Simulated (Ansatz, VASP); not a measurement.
InP: VASP beside Ansatz

```
In P
1.0
     0.00000    3.18354    2.48316
     3.18354    0.00000    2.48316
     3.18354    3.18354    0.00000
In P
1 1
Direct
  0.00000 0.00000 0.00000
  0.75000 0.75000 0.75000
```

Alike in both runs: task single point; functional LDA; k mesh 4 × 4 × 4; occupations gaussian, width 0.05 eV; no spin polarisation.

|  | VASP | Ansatz |
| --- | --- | --- |
| version | VASP 6.6.1 | Ansatz 0.2.0 |
| potentials or method | VASP PAW LDA potentials, release 64 (In_d, P), cutoff 500 eV | scalar-relativistic, plane waves, PAW |
| valence electrons in the cell | 18 | 18 |

```tsv
	VASP	Ansatz	Ansatz less VASP
gap on the k mesh at the Fermi level (eV)	0.23	0.26	+0.032
least direct gap on the mesh (eV)	0.23	0.26	+0.032
pressure (GPa)	-2.1	-2.1	-0.01
traceless stress, the component that is largest in VASP (GPa)	4.33	4.34	+0.010
```

LDA's correlation is that of Perdew and Zunger in VASP and of Perdew and Wang (1992) in Ansatz.

The k mesh is coarse, so the values compare programs but aren't converged.
